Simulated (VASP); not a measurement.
A run of VASP 6.6.1 is set up as follows.

The input INCAR:

```
SYSTEM = BaTiO3
PREC = Accurate
ENCUT = 520
EDIFF = 1E-6
ISMEAR = 0
SIGMA = 0.02
LREAL = .FALSE.
LASPH = .TRUE.
NELM = 80
ALGO = Normal
ISIF = 2
LWAVE = .FALSE.
LCHARG = .FALSE.
GGA = PE
NBANDS = 28
```

File KPOINTS:

```
Automatic mesh
0
G
  6 6 6
  0 0 0
```

POSCAR

```
BaTiO3
1.0
    2.7508935007      1.5882291031      2.2461042195
   -2.7508935007      1.5882291031      2.2461042195
    0.0000000000     -3.1764582062      2.2461042195
Ba Ti O
1 1 3
Direct
   -0.0042407726     -0.0042407726     -0.0042407726
    0.4958094776      0.4958094776      0.4958094776
    0.4957164100      0.4957164100      0.9956984748
    0.4957164100      0.9956984748      0.4957164100
    0.9956984748      0.4957164100      0.4957164100
```

Potentials or basis: VASP PAW PBE potentials, release 64 (Ba_sv, Ti_sv, O).

Launch:

```console
$ cat potpaw_PBE.64/Ba_sv/POTCAR potpaw_PBE.64/Ti_sv/POTCAR potpaw_PBE.64/O/POTCAR > POTCAR
$ mpirun -np 1 vasp_std > vasp.out
```

Question: What does it give for the pressure?

Answer: 22.4 GPa.

Question: Predict the band gap on the k mesh.

Answer: 1.91 eV (least direct gap 1.96 eV).

Caveat: the cell stands under pressure; spin-orbit coupling is left out, which moves the levels of the heavy elements. A k mesh can miss the band edges.
